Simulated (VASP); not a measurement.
NaI, 2 atoms in the cell. Symmetry: I4/mmm, No. 139, tetragonal system. Conventional cell: a = 4.194 Å, b = 4.194 Å, c = 7.710 Å, α = 90.00°, β = 90.00°, γ = 90.00°. Within 3.9 Å of Na (site symmetry 4/mmm) lie 6 I at 2.97 to 3.86 Å. Within 3.9 Å of I (site symmetry 4/mmm) lie 6 Na at 2.97 to 3.86 Å.  This cell differs from its parent crystal: ratio of the length along z to the lengths across it x 1.3, volume and fractional coordinates fixed.

* Program: VASP 6.6.1
* Task: single point
* Functional: LDA
* Potentials or basis: VASP PAW LDA potentials, release 64 (Na_pv, I)
* Cutoff: 520 eV
* k mesh: 8 × 8 × 8
* Occupations: gaussian, width 0.05 eV
* Spin: no spin polarisation
* Dipole correction: no
* Further INCAR settings: ALGO = Normal; EDIFF = 1e-06; NBANDS = 14

Potentials or basis: VASP PAW LDA potentials, release 64 (Na_pv, I).

Launch:

```sh
$ cat potpaw_LDA.64/Na_pv/POTCAR potpaw_LDA.64/I/POTCAR > POTCAR
$ mpirun -np 1 vasp_std > vasp.out
```

Hardware: 1 thread of Intel Xeon 8259CL (shared host).

Question: How long does it take, and how much memory?

Answer: Wall time 61 s on 1 thread of Intel Xeon 8259CL (shared host), peak memory 0.2 GiB. Counts: scf iterations 11, k points 59.
